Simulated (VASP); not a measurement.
## Al (a cell with a defect): single point with PBE+D3(BJ)

Al (a cell with a defect):

```
Al
1.0
     8.10000    0.00000    0.00000
     0.00000    8.10000    0.00000
     0.00000    0.00000    8.10000
Al
31
Direct
  0.50029 0.00268 0.00472
  0.74671 0.24901 0.00397
  0.74827 0.00167 0.25021
  0.99823 0.99892 0.99884
  0.24599 0.24308 0.98525
  0.50681 0.50367 0.98273
  0.75050 0.75115 0.99914
  0.25228 0.00531 0.25018
  0.33379 0.42048 0.25016
  0.74315 0.49675 0.25026
  0.50026 0.00260 0.49570
  0.74659 0.24897 0.49638
  0.74914 0.00028 0.75021
  0.00398 0.50118 0.00566
  0.24820 0.74531 0.00505
  0.00521 0.25325 0.25019
  0.49663 0.74493 0.25026
  0.99831 0.99900 0.50149
  0.24614 0.24322 0.51504
  0.50698 0.50386 0.51781
  0.75061 0.75127 0.50134
  0.24802 0.99133 0.75012
  0.50196 0.24677 0.75020
  0.75975 0.50117 0.75030
  0.00017 0.74933 0.25022
  0.00389 0.50118 0.49479
  0.24817 0.74518 0.49529
  0.99307 0.24953 0.75012
  0.24677 0.50199 0.75020
  0.49958 0.75785 0.75030
  0.99950 0.75027 0.75022
```

```yaml
Program: VASP 6.6.1
Task: single point
Functional: PBE
Dispersion: D3(BJ)
Potentials_or_basis: VASP PAW PBE potentials, release 64 (Al)
Cutoff: 520 eV
k_mesh: 3 × 3 × 3
Occupations: fermi-dirac, width 0.05 eV
Spin: no spin polarisation
Dipole_correction: no
Further_INCAR_settings: LREAL = Auto; ALGO = Normal; EDIFF = 1e-06; NBANDS = 68
```

```json
{
 "Pressure": "-3.9 GPa",
 "Largest force": "0.590 eV/Å",
 "Band gap on the k mesh": "zero (an odd number of electrons rules out a gap without spin polarisation)",
 "Dispersion energy per atom": "-0.324 eV"
}
```

Forces in eV/Å, atoms in the order of the input:
```
Al   0.004 -0.019 -0.009
Al   0.025 -0.005  0.001
Al   0.005 -0.002  0.000
Al   0.008 -0.013  0.000
Al   0.044 -0.012  0.017
Al   0.021 -0.037  0.033
Al   0.016 -0.003 -0.007
Al   0.004 -0.025  0.000
Al  -0.438  0.394  0.004
Al   0.024 -0.007 -0.002
Al   0.003 -0.019  0.007
Al   0.026 -0.003 -0.001
Al   0.002 -0.005  0.002
Al   0.020 -0.013  0.001
Al   0.019 -0.014  0.008
Al  -0.009 -0.017  0.001
Al   0.018  0.006 -0.001
Al   0.008 -0.013  0.000
Al   0.041 -0.014 -0.017
Al   0.015 -0.039 -0.039
Al   0.015 -0.006  0.007
Al   0.009 -0.020  0.000
Al   0.015 -0.015  0.001
Al   0.012 -0.002 -0.002
Al   0.010 -0.014  0.001
Al   0.019 -0.014 -0.001
Al   0.018 -0.013 -0.006
Al   0.025 -0.005  0.000
Al   0.014 -0.009  0.001
Al   0.004 -0.035 -0.002
Al   0.005 -0.010  0.002
```

Stress tensor (GPa, compression positive):
```
-4.24  0.09  0.00
 0.09 -4.24  0.00
 0.00  0.00 -3.31
```

Levels at points of the mesh, in eV from the Fermi level:
| k point | band 43 | band 44 | band 45 | band 46 | band 47 | band 48 | band 49 | band 50 | band 51 | band 52 |
| --- | --- | --- | --- | --- | --- | --- | --- | --- | --- | --- |
| (0.00, 0.00, 0.00) | -0.34 | -0.27 | -0.24 | 0.24 | 0.41 | 0.48 | 0.56 | 0.58 | 0.59 | 1.13 |

It took 15 min on 1 thread of Oxide Virtual Turin-like Processor, with other jobs on the host, peak memory 0.59 GiB.
